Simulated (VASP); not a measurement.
A run of VASP 6.6.1 is set up as follows.

File INCAR:

```
SYSTEM = NbRh
PREC = Accurate ; ENCUT = 520
EDIFF = 1E-8 ; ISMEAR = -1
SIGMA = 0.15 ; LREAL = .FALSE.
LASPH = .TRUE. ; NELM = 100
ALGO = Normal ; ISIF = 2
LWAVE = .FALSE. ; LCHARG = .FALSE.
GGA = CA ; IBRION = 8
NSW = 1
```

Contents of KPOINTS:

```
regular mesh
0
G
  14 14 12
  0 0 0
```

Contents of POSCAR:

```
NbRh
1.0
    2.8086316043      0.0000000000      0.0000000000
    0.0000000000      2.8086316043      0.0000000000
    0.0000000000      0.0000000000      3.8123637045
Nb Rh
1 1
Direct
    0.0000000000      0.0000000000      0.0000000000
    0.5000000000      0.5000000000      0.5000000000
```

Potentials or basis: VASP PAW LDA potentials, release 64 (Nb_sv, Rh_pv).

The run is started by

```sh
$ cat potpaw_LDA.64/Nb_sv/POTCAR potpaw_LDA.64/Rh_pv/POTCAR > POTCAR
$ mpirun -np 1 vasp_std > vasp.out
```

(1) What does it give for the highest phonon frequency at Γ, LO-TO splitting left out?

## Answers

(1) 225 cm⁻¹.
